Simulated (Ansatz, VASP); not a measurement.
One calculation of SrTiO3, two programs

```
Sr Ti O
1.0
     3.93655    0.00000    0.00000
     0.00000    3.93655    0.00000
     0.00000    0.00000    3.93655
Sr Ti O
1 1 3
Direct
  0.00000 0.00000 0.00000
  0.50000 0.50000 0.50000
  0.50000 0.00000 0.50000
  0.50000 0.50000 0.00000
  0.00000 0.50000 0.50000
```

Alike in both runs: functional PBE; k mesh 6 × 6 × 6; occupations gaussian, width 0.02 eV; no spin polarisation.

Ansatz relaxed the structure, and its values are those at the end. VASP's run is a single point on that final structure, the one shown.

|  | VASP | Ansatz |
| --- | --- | --- |
| version | VASP 6.6.1 | Ansatz 0.2.0 |
| potentials or method | VASP PAW PBE potentials, release 64 (Sr_sv, Ti_sv, O), cutoff 600 eV | scalar-relativistic, plane waves, PAW |
| valence electrons in the cell | 40 | 40 |

```csv
,VASP,Ansatz,Ansatz less VASP
gap on the k mesh at the Fermi level (eV),1.81,1.84,+0.033
least direct gap on the mesh (eV),2.18,2.20,+0.017
pressure (GPa),0.4,0.0,-0.41
```

With one functional, cell and mesh, what is left measures potentials, basis and numerics.
